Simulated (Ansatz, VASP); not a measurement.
## One calculation of ReAs3Os2, two programs

```
Re As Os
1.0
     4.37305    0.00000    0.00000
    -2.18653    3.78717    0.00000
     0.00000    0.00000    5.33218
Re As Os
1 3 2
Direct
  0.00000 0.00000 0.00000
  0.33333 0.66667 0.16591
  0.66667 0.33333 0.83409
  0.00000 0.00000 0.50000
  0.33333 0.66667 0.66599
  0.66667 0.33333 0.33401
```

Change from the starting cell: species swapped into the CaSm2S3 type (P-3m1, No. 164).

Alike in both runs: functional PBE; k mesh 6 × 6 × 4; occupations gaussian, width 0.1 eV; no spin polarisation.

Ansatz relaxed the structure, and its values are those at the end. VASP's run is a single point on that final structure, the one shown.

|  | VASP | Ansatz |
| --- | --- | --- |
| version | VASP 6.6.1 | Ansatz 0.2.0 |
| potentials or method | VASP PAW PBE potentials, release 64 (Re, As, Os), cutoff 520 eV | scalar-relativistic, plane waves, PAW |
| valence electrons in the cell | 38 | 92 |

```csv
,VASP,Ansatz,Ansatz less VASP
gap on the k mesh at the Fermi level (eV),none,none,-
pressure (GPa),0.7,0.0,-0.71
```

A gap of «none» marks a metal or a gap that the smearing closes. The functional is the same, so the differences come from potentials, cutoffs and numerics. VASP's potentials hold 38 valence electrons a cell and Ansatz's 92, so a difference there can come from the potentials and not from the codes.

Neither program's run includes spin-orbit coupling.
